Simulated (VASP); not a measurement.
# TiSi2 (Cmcm) in VASP: single point with PBE

Aim: the single point of TiSi2 with PBE.

All numbers are computed with VASP 6.6.1; they aren't measurements. Logs are shortened: lines on timing, memory, paths and dates and some standing lists are left out, and cuts for length are marked.

## Step 1: The cell of the first run

Symmetry: Cmcm, No. 63, orthorhombic system. The conventional cell has a = 3.548 Å, b = 13.558 Å, c = 3.579 Å, α = 90.00°, β = 90.00°, γ = 90.00°. Ti (site symmetry m2m) has 10 Si at 2.59 to 2.83 Å and 2 Ti at 3.32 Å within 3.4 Å. Within 3.2 Å of Si (site symmetry m2m) lie 6 Si at 2.40 to 3.15 Å and 6 Ti at 2.59 to 2.83 Å. Within 3.3 Å of Si (site symmetry m2m) lie 8 Si at 2.52 to 3.15 Å and 4 Ti at 2.67 Å.

## Step 2: Single point, PBE

Input file INCAR:

```
SYSTEM = TiSi2
  PREC = Accurate
  ENCUT = 500
  EDIFF = 1E-6
  ISMEAR = 0
  SIGMA = 0.1
  LREAL = .FALSE.
  LASPH = .TRUE.
  NELM = 120
  ALGO = Normal
  ISIF = 2
  LWAVE = .FALSE.
  LCHARG = .FALSE.
  GGA = PE
  NBANDS = 29
  GGA_COMPAT = .FALSE.
```

Input file KPOINTS:

```
regular mesh
0
G
  12 12 10
  0 0 0
```

Input file POSCAR:

```
TiSi2
1.0
    1.7742224740     -6.7790018193      0.0000000000
    1.7742224740      6.7790018193      0.0000000000
    0.0000000000      0.0000000000      3.5785891348
Ti Si
2 4
Direct
    0.8968760999      0.1031239001      0.7500000000
    0.1031239001      0.8968760999      0.2500000000
    0.5592313083      0.4407686917      0.7500000000
    0.4407686917      0.5592313083      0.2500000000
    0.2497728348      0.7502271652      0.7500000000
    0.7502271652      0.2497728348      0.2500000000
```

Potentials or basis: VASP PAW PBE potentials, release 64 (Ti_sv, Si).

Command:

```sh
$ cat potpaw_PBE.64/Ti_sv/POTCAR potpaw_PBE.64/Si/POTCAR > POTCAR
$ mpirun -np 1 vasp_std > vasp.out
```

OUTCAR:

```text
SYSTEM = TiSi2
   PREC = Accurate
   ENCUT = 500
   EDIFF = 1E-6
   ISMEAR = 0
   LREAL = .FALSE.
   LASPH = .TRUE.
   NELM = 120
   ISIF = 2
   GGA = PE

 ion  position               nearest neighbor table
   1  0.897  0.103  0.750-   4 2.59   4 2.59   4 2.59   4 2.59   5 2.67   5 2.67   6 2.67   6 2.67
                             3 2.83   3 2.83
   2  0.103  0.897  0.250-   3 2.59   3 2.59   3 2.59   3 2.59   6 2.67   6 2.67   5 2.67   5 2.67
                             4 2.83   4 2.83
   3  0.559  0.441  0.750-   4 2.40   4 2.40   2 2.59   2 2.59   2 2.59   2 2.59   1 2.83   1 2.83
                             5 3.13   5 3.13   6 3.15   6 3.15
   4  0.441  0.559  0.250-   3 2.40   3 2.40   1 2.59   1 2.59   1 2.59   1 2.59   2 2.83   2 2.83
                             6 3.13   6 3.13   5 3.15   5 3.15
   5  0.250  0.750  0.750-   6 2.52   6 2.52   6 2.52   6 2.52   1 2.67   1 2.67   2 2.67   2 2.67
                             3 3.13   3 3.13   4 3.15   4 3.15
   6  0.750  0.250  0.250-   5 2.52   5 2.52   5 2.52   5 2.52   2 2.67   2 2.67   1 2.67   1 2.67
                             4 3.13   4 3.13   3 3.15   3 3.15

  LATTYP: Found a base centered orthorhombic cell.
 ALAT       =     3.5484449480
 B/A-ratio  =     3.8208296415
 C/A-ratio  =     1.0084950414

  Lattice vectors:

 A1 = (   1.7742224740,  -6.7790018193,   0.0000000000)
 A2 = (   1.7742224740,   6.7790018193,   0.0000000000)
 A3 = (   0.0000000000,   0.0000000000,   3.5785891348)

Analysis of symmetry for initial positions (statically):
=====================================================================
 Subroutine PRICEL returns:
 Original cell was already a primitive cell.

 Routine SETGRP: Setting up the symmetry group for a
 base centered orthorhombic supercell.

 Subroutine GETGRP returns: Found  8 space group operations
 (whereof  4 operations were pure point group operations)
 out of a pool of  8 trial point group operations.

The static configuration has the point symmetry C_2h.
 The point group associated with its full space group is D_2h.

Analysis of symmetry for dynamics (positions and initial velocities):
=====================================================================
 Subroutine PRICEL returns:
 Original cell was already a primitive cell.

 Routine SETGRP: Setting up the symmetry group for a
 base centered orthorhombic supercell.

 Subroutine GETGRP returns: Found  8 space group operations
 (whereof  4 operations were pure point group operations)
 out of a pool of  8 trial point group operations.

The dynamic configuration has the point symmetry C_2h.
 The point group associated with its full space group is D_2h.

 Subroutine INISYM returns: Found  8 space group operations
 (whereof  4 operations are pure point group operations),
 and found     1 'primitive' translations

----------------------------------------------------------------------------------------

                                     Primitive cell

  volume of cell :      86.0827

  direct lattice vectors                    reciprocal lattice vectors
     1.774222474 -6.779001819  0.000000000     0.281813587 -0.073757172  0.000000000
     1.774222474  6.779001819  0.000000000     0.281813587  0.073757172  0.000000000
     0.000000000  0.000000000  3.578589135     0.000000000  0.000000000  0.279439735

  length of vectors
     7.007334090  7.007334090  3.578589135     0.291305713  0.291305713  0.279439735

  position of ions in fractional coordinates (direct lattice)
     0.896876100  0.103123900  0.750000000
     0.103123900  0.896876100  0.250000000
     0.559231308  0.440768692  0.750000000
     0.440768692  0.559231308  0.250000000
     0.249772835  0.750227165  0.750000000
     0.750227165  0.249772835  0.250000000

  ion indices of the primitive-cell ions
   primitive index   ion index
                 1           1
                 2           2
                 3           3
                 4           4
                 5           5
                 6           6

----------------------------------------------------------------------------------------

 KPOINTS: regular mesh

Automatic generation of k-mesh.
 Grid dimensions read from file:
 generate k-points for:   12   12   10

 Generating k-lattice:

  Cartesian coordinates                     Fractional coordinates (reciprocal lattice)
     0.023484466 -0.006146431  0.000000000     0.083333333  0.000000000  0.000000000
     0.023484466  0.006146431  0.000000000     0.000000000  0.083333333  0.000000000
     0.000000000  0.000000000  0.027943974     0.000000000  0.000000000  0.100000000

  Length of vectors
     0.024275476  0.024275476  0.027943974

  Shift w.r.t. Gamma in fractional coordinates (k-lattice)
     0.000000000  0.000000000  0.000000000

 Subroutine IBZKPT returns following result:
 ===========================================

 Found    258 irreducible k-points:

 Following reciprocal coordinates:
            Coordinates               Weight
  0.000000  0.000000  0.000000      1.000000
  0.083333  0.000000  0.000000      4.000000
  0.166667 -0.000000  0.000000      4.000000
  0.250000  0.000000  0.000000      4.000000
  0.333333  0.000000  0.000000      4.000000
  0.416667  0.000000  0.000000      4.000000
[... 16 lines left out ...]
  0.500000  0.166667  0.000000      4.000000
 -0.416667  0.166667  0.000000      4.000000
 [... further k-points ...]
   k-points           NKPTS =    258   k-points in BZ     NKDIM =    258   number of bands    NBANDS=     29
   number of dos      NEDOS =    301   number of ions     NIONS =      6
   total plane-waves  NPLWV =  81648
   dimension x,y,z NGX =    54 NGY =   54 NGZ =   28
   dimension x,y,z NGXF=   108 NGYF=  108 NGZF=   56
   ions per type =               2   4
   NGX,Y,Z   is equivalent  to a cutoff of  12.81, 12.81, 13.01 a.u.
   NGXF,Y,Z  is equivalent  to a cutoff of  25.62, 25.62, 26.02 a.u.
 SYSTEM =  TiSi2
   PREC   = accura    normal or accurate (medium, high low for compatibility)
   ISTART =      0    job   : 0-new  1-cont  2-samecut
   ICHARG =      2    charge: 1-file 2-atom 10-const
   ISPIN  =      1    spin polarized calculation?
   LNONCOLLINEAR =      F non collinear calculations
   LSORBIT =      F    spin-orbit coupling
   LASPH  =      T    aspherical Exc in radial PAW
   ENCUT  =  500.0 eV  36.75 Ry    6.06 a.u.  12.78 12.78  6.52*2*pi/ulx,y,z
   NELM   =    120;   NELMIN=  2; NELMDL= -5     # of ELM steps
   EDIFF  = 0.1E-05   stopping-criterion for ELM
   LREAL  =      F    real-space projection
   EDIFFG = 0.1E-04   stopping-criterion for IOM
   NSW    =      0    number of steps for IOM
   IBRION =     -1    ionic relax: 0-MD 1-quasi-New 2-CG
   NFREE  =      0    steps in history (QN), initial steepest desc. (CG)
   ISIF   =      2    stress and relaxation
   ISYM   =      2    0-nonsym 1-usesym 2-fastsym
   POTIM  = 0.5000    time-step for ionic-motion
   TEBEG  =    0.0;   TEEND  =   0.0 temperature during run
   PSTRESS=    0.0 pullay stress
   NELECT =      40.0000    total number of electrons
   NUPDOWN=      -1.0000    fix difference up-down
   EMIN   =  10.00;   EMAX   =-10.00  energy-range for DOS
   EFERMI =   0.00;   METHOD = LEGACY
   ISMEAR =     0;   SIGMA  =   0.10  broadening in eV -4-tet -1-fermi 0-gaus
   EFERMI_NEDOS =   21; number of points for ismear=-14 and -15
   IALGO  =     38    algorithm
   IMIX   =      4    mixing-type and parameters
     AMIX     =   0.40;   BMIX     =  1.00
     AMIX_MAG =   1.60;   BMIX_MAG =  1.00
  volume/ion in A,a.u.               =      14.35        96.82
  Fermi-wavevector in a.u.,A,eV,Ry     =   1.268011  2.396193 21.876145  1.607851
  Thomas-Fermi vector in A             =   2.401128
   LORBIT       =      0    0 simple, 1 ext, 2 COOP (PROOUT), +10 PAW based schemes
   GGA     = PE    functional components
   LHFCALC =     F    Hartree Fock is set to
   AEXX    =    0.0000 exact exchange contribution
   IVDW    =     0    specifies the selected vdW correction
   LEPSILON=     F    determine dielectric tensor
   LRPA    =     F    only Hartree local field effects (RPA)
 non-spin polarized calculation
 Gauss-broadening in eV      SIGMA  =   0.10
  energy-cutoff  :      500.00
  volume of cell :       86.08
 maximum number of plane-waves:      2213
 NGX is ok and might be reduce to    54
   NGX = 25   NGY = 25   NGZ = 13

 number of electron      40.0000005 magnetization

 Free energy of the ion-electron system (eV)
  ---------------------------------------------------
  ext. energy  EPLUGINS =         0.00000000
  ---------------------------------------------------
  free energy    TOTEN  =       -40.75127547 eV

  energy without entropy =      -40.74301859  energy(sigma->0) =      -40.74714703

 E-fermi :  10.4018     XC(G=0): -11.5899

 val. band max:       10.3958617518   @ k =  -0.4167   0.1667   0.1000
 cond. band min:      10.4064673849   @ k =   0.5000   0.4167   0.3000
 fundamental gap:      0.0106056330
 Fermi energy:        10.4017602357

 k-point     1 :       0.0000    0.0000    0.0000
  band No.  band energies     occupation
      1     -46.4482      2.00000
      2     -46.4393      2.00000
      3     -22.7927      2.00000
      4     -22.7577      2.00000
      5     -22.7501      2.00000
      6     -22.7454      2.00000
[... 21 lines left out ...]
     28      13.3081      0.00000
     29      13.4958      0.00000

 k-point     2 :       0.0833    0.0000    0.0000
  band No.  band energies     occupation
      1     -46.4479      2.00000
      2     -46.4391      2.00000
      3     -22.7919      2.00000
      4     -22.7625      2.00000
      5     -22.7498      2.00000
      6     -22.7497      2.00000
[... 21 lines left out ...]
     28      13.3660      0.00000
     29      13.5947      0.00000

 k-point     3 :       0.1667   -0.0000    0.0000
  band No.  band energies     occupation
      1     -46.4472      2.00000
      2     -46.4384      2.00000
      3     -22.7897      2.00000
      4     -22.7755      2.00000
      5     -22.7616      2.00000
      6     -22.7484      2.00000
[... 638 lines left out ...]
      5     -22.7815      2.00000
      6     -22.7448      2.00000
[... 21 lines left out ...]
     28      13.5316      0.00000
     29      13.8188      0.00000

 k-point    24 :      -0.4167    0.1667    0.0000
  band No.  band energies     occupation
      1     -46.4461      2.00000
      2     -46.4375      2.00000
      3     -22.7942      2.00000
      4     -22.7840      2.00000
      5     -22.7775      2.00000
      6     -22.7465      2.00000
[... 21 lines left out ...]
     28      13.3101      0.00000
     29      14.1250      0.00000

 [... further k-points ...]

------------------------ aborting loop because EDIFF is reached ----------------------------------------

  FORCE on cell =-STRESS in cart. coord.  units (eV):
  Direction    XX          YY          ZZ          XY          YZ          ZX
  --------------------------------------------------------------------------------------
  -------------------------------------------------------------------------------------
  Total       -0.0051511     -0.0133266     -0.0188561      0.0000000      0.0000000      0.0000000
  in kB       -0.0958721     -0.2480363     -0.3509515      0.0000000      0.0000000      0.0000000
  external PRESSURE =      -0.2316200 kB  Pullay stress =       0.0000000 kB

 VOLUME and BASIS-vectors are now :
 -----------------------------------------------------------------------------
  energy-cutoff  :      500.00
  volume of cell :       86.08
      direct lattice vectors                 reciprocal lattice vectors
     1.774222474 -6.779001819  0.000000000     0.281813587 -0.073757172  0.000000000
     1.774222474  6.779001819  0.000000000     0.281813587  0.073757172  0.000000000
     0.000000000  0.000000000  3.578589135     0.000000000  0.000000000  0.279439735

 POSITION                                       TOTAL-FORCE (eV/Angst)
 -----------------------------------------------------------------------------------
      1.77422     -5.38085      2.68394         0.000000      0.001424      0.000000
      1.77422      5.38085      0.89465         0.000000     -0.001424     -0.000000
      1.77422     -0.80306      2.68394         0.000000      0.010741     -0.000000
      1.77422      0.80306      0.89465         0.000000     -0.010741     -0.000000
      1.77422      3.39258      2.68394         0.000000     -0.000444     -0.000000
      1.77422     -3.39258      0.89465         0.000000      0.000444     -0.000000
 -----------------------------------------------------------------------------------
    total drift:                               -0.000000     -0.000000      0.000000

  FREE ENERGIE OF THE ION-ELECTRON SYSTEM (eV)
  ---------------------------------------------------
  free  energy   TOTEN  =       -40.7512754730 eV

  energy  without entropy=      -40.7430185895  energy(sigma->0) =      -40.74714703
```

Run time: 8.5 min. Hardware: 1 thread of AMD EPYC 9R45 (Zen 5), shared host; peak memory 0.59 GiB.

Results:

```yaml
Free_energy: -40.7513 eV
Pressure: 0.0 GPa
Largest_force: 0.011 eV/Å
Band_gap_on_the_k_mesh: zero (bands 20 and 21 overlap by 0.99 eV)
```

Forces on the atoms (eV/Å):
```
Ti   0.000  0.001  0.000
Ti   0.000 -0.001  0.000
Si   0.000  0.011  0.000
Si   0.000 -0.011  0.000
Si   0.000  0.000  0.000
Si   0.000  0.000  0.000
```

Levels at points of the mesh, in eV from the Fermi level:
| k point | band 17 | band 18 | band 19 | band 20 | band 21 | band 22 | band 23 | band 24 |
| --- | --- | --- | --- | --- | --- | --- | --- | --- |
| (0.00, 0.00, 0.00) | -2.12 | -2.06 | -2.03 | 0.46 | 0.70 | 0.80 | 0.88 | 1.31 |
| (0.50, 0.00, 0.00) | -1.66 | -1.43 | -0.64 | -0.56 | -0.53 | 1.17 | 1.44 | 1.62 |
| (0.50, 0.50, 0.00) | -2.48 | -1.91 | -1.16 | 0.38 | 0.64 | 0.73 | 0.89 | 1.09 |
| (0.00, 0.00, 0.50) | -1.60 | -1.60 | -0.05 | -0.05 | 0.85 | 0.85 | 1.48 | 1.48 |
| (0.50, 0.00, 0.50) | -3.18 | -3.18 | -2.42 | -2.42 | 1.72 | 1.72 | 1.85 | 1.85 |
| (0.50, 0.50, 0.50) | -2.03 | -2.03 | -0.87 | -0.87 | 0.46 | 0.46 | 1.64 | 1.64 |
